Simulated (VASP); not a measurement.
## BiAs2: relaxation of cell and atoms with PBE

The system is BiAs2.

```
Bi As
1.0
     4.60077    0.00000    0.00000
    -2.30039    3.98439    0.00000
     0.00000    0.00000    4.03562
Bi As
1 2
Direct
  0.00000 0.00000 0.00000
  0.33333 0.66667 0.50000
  0.66667 0.33333 0.50000
```

```json
{"Program": "VASP 6.6.1", "Task": "relaxation of cell and atoms", "Functional": "PBE", "Potentials or basis": "VASP PAW PBE potentials, release 64 (Bi_d, As)", "Cutoff": "600 eV", "k mesh": "12 × 12 × 12", "Occupations": "gaussian, width 0.1 eV", "Spin": "no spin polarisation", "Dipole correction": "no", "Further INCAR settings": "ALGO = Normal; EDIFF = 1e-06; IBRION = 2; EDIFFG = -0.01; NSW = 100; ISIF = 3"}
```

```yaml
Relaxed_volume: 24.14 Å³/atom
Relaxed_cell: a = 4.695 Å, b = 4.695 Å, c = 3.794 Å, α = 90.00°, β = 90.00°, γ = 120.00°
Space_group_after_relaxing_to_0.05_Å: P6/mmm (No. 191)
Energy_gained_by_relaxing: 11.6 meV/atom
Ionic_steps: 15
Pressure_after_relaxing: 0.0 GPa
```

The path:
| step | energy change (eV) | largest force (eV/Å) | pressure (GPa) | volume (Å³) |
| --- | --- | --- | --- | --- |
| 1 | 0.0000 | 0.0000 | 0.18 | 73.98 |
| 2 | -0.0163 | 0.0000 | -0.51 | 74.27 |
| 3 | -0.0237 | 0.0000 | -1.32 | 74.61 |
| 4 | -0.0334 | 0.0000 | -0.38 | 73.08 |
| 5 | -0.0345 | 0.0000 | -0.03 | 72.51 |
| 6 | -0.0345 | 0.0000 | 0.09 | 72.33 |
| 7 | -0.0345 | 0.0000 | 0.10 | 72.37 |
| 8 | -0.0345 | 0.0000 | 0.04 | 72.44 |
| 9 | -0.0346 | 0.0000 | -0.03 | 72.49 |
| 10 | -0.0346 | 0.0000 | -0.05 | 72.52 |
| 11 | -0.0345 | 0.0000 | -0.14 | 72.59 |
| 12 | -0.0346 | 0.0000 | -0.10 | 72.54 |
| 13 | -0.0346 | 0.0000 | -0.08 | 72.53 |
| 14 | -0.0346 | 0.0000 | -0.08 | 72.50 |
| 15 | -0.0347 | 0.0000 | -0.05 | 72.43 |

Final structure:
```
Bi As
1.0
     4.69531    0.00000    0.00000
    -2.34765    4.06626    0.00000
     0.00000    0.00000    3.79384
Bi As
1 2
Direct
  0.00000 0.00000 0.00000
  0.33333 0.66667 0.50000
  0.66667 0.33333 0.50000
```

Levels at points of the mesh, in eV from the Fermi level:
| k point | band 11 | band 12 | band 13 | band 14 | band 15 | band 16 |
| --- | --- | --- | --- | --- | --- | --- |
| (0.00, 0.00, 0.00) | -2.62 | -2.62 | -2.62 | 2.49 | 3.20 | 4.28 |
| (0.50, 0.00, 0.00) | -0.63 | -0.22 | -0.03 | 2.01 | 2.46 | 2.51 |
| (0.00, 0.00, 0.50) | -2.40 | -1.20 | -0.13 | 0.04 | 0.04 | 0.22 |
| (0.50, 0.00, 0.50) | -4.21 | -1.87 | -0.89 | 2.27 | 2.67 | 3.49 |

Run time: 15 min on 1 thread of Intel(R) Xeon(R) Platinum 8259CL CPU @ 2.50GHz (Skylake/Cascade Lake), on a shared host, peak memory 0.39 GiB.

Caveat: spin-orbit coupling is left out, which moves the levels of the heavy elements.
